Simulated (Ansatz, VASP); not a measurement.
**Two plane-wave programs on Si**

```
CELL_PARAMETERS angstrom
0.00000 -2.73476 -2.73476
0.00000 2.73476 -2.73476
5.46952 0.00000 0.00000
ATOMIC_POSITIONS crystal
Si 0.51375 0.51328 0.00000
Si 0.98625 0.98672 0.50000
Si 0.99814 0.46946 0.25000
Si 0.50186 0.03054 0.75000
```

Change from the starting cell: mode 4 frozen in at -0.088 Å and mode 9 at -0.045 Å (largest displacements).

Alike in both runs: task single point; functional PBE; k mesh 8 × 8 × 6; occupations gaussian, width 0.05 eV; no spin polarisation.

```csv
,VASP,Ansatz
version,VASP 6.6.1,Ansatz 0.2.0
potentials or method,"VASP PAW PBE potentials, release 64 (Si), cutoff 520 eV","scalar-relativistic, plane waves, PAW"
valence electrons in the cell,16,16
```

|  | VASP | Ansatz | Ansatz less VASP |
| --- | --- | --- | --- |
| gap on the k mesh at the Fermi level (eV) | 0.57 | 0.57 | -0.002 |
| least direct gap on the mesh (eV) | 0.69 | 0.68 | -0.001 |
| pressure (GPa) | 0.1 | 0.1 | +0.06 |
| traceless stress, the component that is largest in VASP (GPa) | -0.30 | -0.30 | -0.001 |
| rms of the force components (eV/Å) | 0.540 | 0.541 | +0.0011 |

Atom by atom the forces differ by 0.002 eV/Å (rms over components).
